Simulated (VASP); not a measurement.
# Ag (P6_3/mmc) in VASP: a series of runs, part 3 of 3

VASP 6.6.1.

## 5. Single point, PBE (strain -0.015 along x and y, +0.000 along z)

File INCAR:

```
SYSTEM = Ag
PREC     = Accurate       ! precision mode
ENCUT    = 520            ! plane-wave cutoff, eV
EDIFF    = 1E-6           ! SCF threshold, eV
ISMEAR   = 0              ! smearing method
SIGMA    = 0.15           ! smearing width, eV
LREAL    = .False.        ! projectors in reciprocal space
LASPH    = .True.         ! aspherical terms in the spheres
NELM     = 100            ! most SCF steps
ALGO     = Fast           ! electronic algorithm
ISIF     = 2              ! what is computed and relaxed
LWAVE    = .False.        ! write WAVECAR
LCHARG   = .False.        ! write CHGCAR
GGA      = PE             ! functional
NBANDS   = 30             ! bands
```

File KPOINTS:

```
regular mesh
0
Gamma
  18 18 6
  0 0 0
```

File POSCAR:

```
Ag
1.0
    2.8927652239      0.0000000000      0.0000000000
   -1.4463826119      2.5052081711      0.0000000000
    0.0000000000      0.0000000000      9.5635118913
Ag
4
Direct
    0.3333333333      0.6666666667      0.2500000000
    0.6666666667      0.3333333333      0.7500000000
    0.0000000000      0.0000000000      0.0000000000
    0.0000000000      0.0000000000      0.5000000000
```

Potentials or basis: VASP PAW PBE potentials, release 64 (Ag).

Run with:

```bash
$ cat potpaw_PBE.64/Ag/POTCAR > POTCAR
$ mpirun -np 1 vasp_std > vasp.out
```

OUTCAR:

```text
SYSTEM = Ag
   PREC = Accurate
   ENCUT = 520
   EDIFF = 1E-6
   ISMEAR = 0
   LREAL = .False.
   LASPH = .True.
   NELM = 100
   ISIF = 2
   GGA = PE

 ion  position               nearest neighbor table
   1  0.333  0.667  0.250-   3 2.92   4 2.92   3 2.92   4 2.92   3 2.92   4 2.92
   2  0.667  0.333  0.750-   3 2.92   4 2.92   3 2.92   4 2.92   3 2.92   4 2.92
   3  0.000  0.000  0.000-   1 2.92   2 2.92   1 2.92   2 2.92   2 2.92   1 2.92
   4  0.000  0.000  0.500-   1 2.92   2 2.92   1 2.92   2 2.92   2 2.92   1 2.92

  LATTYP: Found a hexagonal cell.
 ALAT       =     2.8927652239
 C/A-ratio  =     3.3060103918

  Lattice vectors:

 A1 = (   2.8927652239,   0.0000000000,   0.0000000000)
 A2 = (  -1.4463826119,   2.5052081711,   0.0000000000)
 A3 = (   0.0000000000,   0.0000000000,   9.5635118913)

Analysis of symmetry for initial positions (statically):
=====================================================================
 Subroutine PRICEL returns:
 Original cell was already a primitive cell.

 Routine SETGRP: Setting up the symmetry group for a
 hexagonal supercell.

 Subroutine GETGRP returns: Found 24 space group operations
 (whereof 12 operations were pure point group operations)
 out of a pool of 24 trial point group operations.

The static configuration has the point symmetry D_3d.
 The point group associated with its full space group is D_6h.

Analysis of symmetry for dynamics (positions and initial velocities):
=====================================================================
 Subroutine PRICEL returns:
 Original cell was already a primitive cell.

 Routine SETGRP: Setting up the symmetry group for a
 hexagonal supercell.

 Subroutine GETGRP returns: Found 24 space group operations
 (whereof 12 operations were pure point group operations)
 out of a pool of 24 trial point group operations.

The dynamic configuration has the point symmetry D_3d.
 The point group associated with its full space group is D_6h.

 Subroutine INISYM returns: Found 24 space group operations
 (whereof 12 operations are pure point group operations),
 and found     1 'primitive' translations

----------------------------------------------------------------------------------------

                                     Primitive cell

  volume of cell :      69.3066

  direct lattice vectors                    reciprocal lattice vectors
     2.892765224  0.000000000  0.000000000     0.345689996  0.199584213  0.000000000
    -1.446382612  2.505208171  0.000000000     0.000000000  0.399168425  0.000000000
     0.000000000  0.000000000  9.563511891     0.000000000  0.000000000  0.104564099

  length of vectors
     2.892765224  2.892765224  9.563511891     0.399168425  0.399168425  0.104564099

  position of ions in fractional coordinates (direct lattice)
     0.333333333  0.666666667  0.250000000
     0.666666667  0.333333333  0.750000000
     0.000000000  0.000000000  0.000000000
     0.000000000  0.000000000  0.500000000

  ion indices of the primitive-cell ions
   primitive index   ion index
                 1           1
                 2           2
                 3           3
                 4           4

----------------------------------------------------------------------------------------

 KPOINTS: regular mesh

Automatic generation of k-mesh.
 Grid dimensions read from file:
 generate k-points for:   18   18    6

 Generating k-lattice:

  Cartesian coordinates                     Fractional coordinates (reciprocal lattice)
     0.019205000  0.011088012  0.000000000     0.055555556  0.000000000  0.000000000
     0.000000000  0.022176024  0.000000000     0.000000000  0.055555556  0.000000000
     0.000000000  0.000000000  0.017427350     0.000000000  0.000000000  0.166666667

  Length of vectors
     0.022176024  0.022176024  0.017427350

  Shift w.r.t. Gamma in fractional coordinates (k-lattice)
     0.000000000  0.000000000  0.000000000

 Subroutine IBZKPT returns following result:
 ===========================================

 Found    148 irreducible k-points:

 Following reciprocal coordinates:
            Coordinates               Weight
  0.000000  0.000000  0.000000      1.000000
  0.055556  0.000000  0.000000      6.000000
  0.111111  0.000000  0.000000      6.000000
  0.166667  0.000000  0.000000      6.000000
  0.222222  0.000000  0.000000      6.000000
  0.277778  0.000000  0.000000      6.000000
[... 16 lines left out ...]
  0.333333  0.111111  0.000000     12.000000
  0.388889  0.111111  0.000000     12.000000
 [... further k-points ...]
   k-points           NKPTS =    148   k-points in BZ     NKDIM =    148   number of bands    NBANDS=     30
   number of dos      NEDOS =    301   number of ions     NIONS =      4
   total plane-waves  NPLWV =  41472
   dimension x,y,z NGX =    24 NGY =   24 NGZ =   72
   dimension x,y,z NGXF=    48 NGYF=   48 NGZF=  144
   ions per type =               4
   NGX,Y,Z   is equivalent  to a cutoff of  13.79, 13.79, 12.52 a.u.
   NGXF,Y,Z  is equivalent  to a cutoff of  27.59, 27.59, 25.03 a.u.
 SYSTEM =  Ag
   PREC   = accura    normal or accurate (medium, high low for compatibility)
   ISTART =      0    job   : 0-new  1-cont  2-samecut
   ICHARG =      2    charge: 1-file 2-atom 10-const
   ISPIN  =      1    spin polarized calculation?
   LNONCOLLINEAR =      F non collinear calculations
   LSORBIT =      F    spin-orbit coupling
   LASPH  =      T    aspherical Exc in radial PAW
   ENCUT  =  520.0 eV  38.22 Ry    6.18 a.u.   5.38  5.38 17.78*2*pi/ulx,y,z
   NELM   =    100;   NELMIN=  2; NELMDL= -5     # of ELM steps
   EDIFF  = 0.1E-05   stopping-criterion for ELM
   LREAL  =      F    real-space projection
   EDIFFG = 0.1E-04   stopping-criterion for IOM
   NSW    =      0    number of steps for IOM
   IBRION =     -1    ionic relax: 0-MD 1-quasi-New 2-CG
   NFREE  =      0    steps in history (QN), initial steepest desc. (CG)
   ISIF   =      2    stress and relaxation
   ISYM   =      2    0-nonsym 1-usesym 2-fastsym
   POTIM  = 0.5000    time-step for ionic-motion
   TEBEG  =    0.0;   TEEND  =   0.0 temperature during run
   PSTRESS=    0.0 pullay stress
   NELECT =      44.0000    total number of electrons
   NUPDOWN=      -1.0000    fix difference up-down
   EMIN   =  10.00;   EMAX   =-10.00  energy-range for DOS
   EFERMI =   0.00;   METHOD = LEGACY
   ISMEAR =     0;   SIGMA  =   0.15  broadening in eV -4-tet -1-fermi 0-gaus
   EFERMI_NEDOS =   21; number of points for ismear=-14 and -15
   IALGO  =     68    algorithm
   IMIX   =      4    mixing-type and parameters
     AMIX     =   0.40;   BMIX     =  1.00
     AMIX_MAG =   1.60;   BMIX_MAG =  1.00
  volume/ion in A,a.u.               =      17.33       116.93
  Fermi-wavevector in a.u.,A,eV,Ry     =   1.407022  2.658886 26.935606  1.979711
  Thomas-Fermi vector in A             =   2.529323
   LORBIT       =      0    0 simple, 1 ext, 2 COOP (PROOUT), +10 PAW based schemes
   GGA     = PE    functional components
   LHFCALC =     F    Hartree Fock is set to
   AEXX    =    0.0000 exact exchange contribution
   IVDW    =     0    specifies the selected vdW correction
   LEPSILON=     F    determine dielectric tensor
   LRPA    =     F    only Hartree local field effects (RPA)
 non-spin polarized calculation
 RMM-DIIS sequential band-by-band and
 Gauss-broadening in eV      SIGMA  =   0.15
  energy-cutoff  :      520.00
  volume of cell :       69.31
 maximum number of plane-waves:      1919
 NGX is ok and might be reduce to    24
   NGX = 11   NGY = 11   NGZ = 35

 number of electron      43.9999998 magnetization

 Free energy of the ion-electron system (eV)
  ---------------------------------------------------
  ext. energy  EPLUGINS =         0.00000000
  ---------------------------------------------------
  free energy    TOTEN  =       -10.84984675 eV

  energy without entropy =      -10.83603688  energy(sigma->0) =      -10.84294181

 E-fermi :   8.1922     XC(G=0): -12.1133

 val. band max:        8.1902210343   @ k =   0.1667   0.1111   0.5000
 cond. band min:       8.2284937232   @ k =   0.3889   0.0556   0.0000
 fundamental gap:      0.0382726888
 Fermi energy:         8.1922495769

 k-point     1 :       0.0000    0.0000    0.0000
  band No.  band energies     occupation
      1       0.5584      2.00000
      2       1.8845      2.00000
      3       1.8901      2.00000
      4       1.9005      2.00000
      5       3.4078      2.00000
      6       3.4570      2.00000
[... 781 lines left out ...]
     29      17.2724      0.00000
     30      18.0830      0.00000

 [... further k-points ...]
[... 5 lines left out ...]
  --------------------------------------------------------------------------------------
  -------------------------------------------------------------------------------------
  Total        1.4349867      1.4349867      0.9237470      0.0000000      0.0000000      0.0000000
  in kB       33.1729468     33.1729468     21.3544895      0.0000000      0.0000000      0.0000000
  external PRESSURE =      29.2334611 kB  Pullay stress =       0.0000000 kB

 VOLUME and BASIS-vectors are now :
 -----------------------------------------------------------------------------
  energy-cutoff  :      520.00
  volume of cell :       69.31
      direct lattice vectors                 reciprocal lattice vectors
     2.892765224  0.000000000  0.000000000     0.345689996  0.199584213  0.000000000
    -1.446382612  2.505208171  0.000000000     0.000000000  0.399168425  0.000000000
     0.000000000  0.000000000  9.563511891     0.000000000  0.000000000  0.104564099

 POSITION                                       TOTAL-FORCE (eV/Angst)
 -----------------------------------------------------------------------------------
     -0.00000      1.67014      2.39088         0.000000     -0.000000     -0.000000
      1.44638      0.83507      7.17263        -0.000000      0.000000      0.000000
      0.00000      0.00000      0.00000         0.000000      0.000000      0.000000
      0.00000      0.00000      4.78176         0.000000      0.000000      0.000000
 -----------------------------------------------------------------------------------
    total drift:                               -0.000000      0.000000      0.000000

  FREE ENERGIE OF THE ION-ELECTRON SYSTEM (eV)
  ---------------------------------------------------
  free  energy   TOTEN  =       -10.8498467453 eV

  energy  without entropy=      -10.8360368830  energy(sigma->0) =      -10.84294181
```

Wall time 4.4 min (1 thread of Intel Xeon Platinum 8259CL at 2.50GHz (Skylake/Cascade Lake), shared host); peak memory 0.35 GiB.

What came out:

| Property | Result |
| --- | --- |
| Free energy | -10.8498 eV |
| Pressure | 2.9 GPa |
| Band gap on the k mesh | zero (band 22 reaches 11.72 eV, above the bottom of band 23 at 5.11 eV) |

Stress tensor (GPa, compression positive):
```
3.32 0.00 0.00
0.00 3.32 0.00
0.00 0.00 2.14
```

Caveat: the cell differs from its parent crystal (strain -0.015 along x and y, +0.000 along z).

## 6. Single point, PBE (strain -0.015 along x and y, +0.015 along z)

File INCAR:

```
ALGO = Fast
EDIFF = 1E-6
ENCUT = 520
GGA = PE
ISIF = 2
ISMEAR = 0
LASPH = T
LCHARG = T
LELF = T
LREAL = F
LVHAR = T
LWAVE = F
NBANDS = 30
NELM = 80
PREC = Accurate
SIGMA = 0.15
```

File KPOINTS:

```
k-points
0
Gamma
  18 18 6
```

Edit POSCAR of step 5 so:

```diff
@@ -4,3 +4,3 @@
    -1.4463826119      2.5052081711      0.0000000000
-    0.0000000000      0.0000000000      9.5635118913
+    0.0000000000      0.0000000000      9.7069645697
 Ag
```

Potentials or basis: VASP PAW PBE potentials, release 64 (Ag).

Run with:

```bash
$ cat potpaw_PBE.64/Ag/POTCAR > POTCAR
$ mpirun -np 1 vasp_std > vasp.out
```

It took 4.2 min on 1 thread of Intel Xeon Platinum 8259CL at 2.50GHz (Skylake/Cascade Lake), shared host; peak memory 0.35 GiB.

Results (log left out):

```
Free energy            : -10.8563 eV
Pressure               : 1.5 GPa
Band gap on the k mesh : zero (band 22 reaches 11.56 eV, above the bottom of band 23 at 4.91 eV)
```

Stress tensor (GPa, compression positive):
```
 2.35  0.00  0.00
 0.00  2.35  0.00
 0.00  0.00 -0.18
```

Levels at points of the mesh, in eV from the Fermi level:
| k point | band 19 | band 20 | band 21 | band 22 | band 23 | band 24 | band 25 | band 26 |
| --- | --- | --- | --- | --- | --- | --- | --- | --- |
| (0.00, 0.00, 0.00) | -3.53 | -3.38 | -3.38 | -3.02 | -3.02 | -0.49 | 3.09 | 10.35 |
| (0.50, 0.00, 0.00) | -2.80 | -2.78 | -0.05 | 0.82 | 1.09 | 1.62 | 4.25 | 4.30 |
| (0.00, 0.00, 0.50) | -3.16 | -3.16 | -3.16 | -3.16 | -2.49 | -2.49 | 5.88 | 5.88 |
| (0.50, 0.00, 0.50) | -2.79 | -2.79 | 0.34 | 0.34 | 1.46 | 1.46 | 4.64 | 4.64 |

Caveat: the cell differs from its parent crystal (strain -0.015 along x and y, +0.015 along z).

## 7. The runs side by side

| cell | further INCAR settings | gap on the mesh (eV) | pressure (GPa) |
| --- | --- | --- | --- |
| a = 2.893, b = 2.893, c = 9.420 Å, angles 90.0, 90.0, 120.0°, 4 atoms | ALGO = Fast; EDIFF = 1e-06; NBANDS = 30 | none | 4.6 |
| a = 2.849, b = 2.849, c = 9.850 Å, angles 90.0, 90.0, 120.0°, 4 atoms | ALGO = Fast; EDIFF = 1e-06; NBANDS = 30 | none | 3.5 |
| a = 2.937, b = 2.937, c = 9.277 Å, angles 90.0, 90.0, 120.0°, 4 atoms | ALGO = Fast; EDIFF = 1e-07; NBANDS = 30 | none | 3.0 |
| a = 2.893, b = 2.893, c = 9.564 Å, angles 90.0, 90.0, 120.0°, 4 atoms | ALGO = Fast; EDIFF = 1e-06; NBANDS = 30 | none | 2.9 |
| a = 2.893, b = 2.893, c = 9.707 Å, angles 90.0, 90.0, 120.0°, 4 atoms | ALGO = Fast; EDIFF = 1e-06; NBANDS = 30 | none | 1.5 |

Alike in all rows: task single point; level PBE; potentials or basis VASP PAW PBE potentials, release 64 (Ag); no spin polarisation; k mesh 18 × 18 × 6; cutoff (eV) 520; smearing gaussian 0.15 eV.

Total energies depend on the potentials used, so only differences within one code and one set of settings carry meaning.
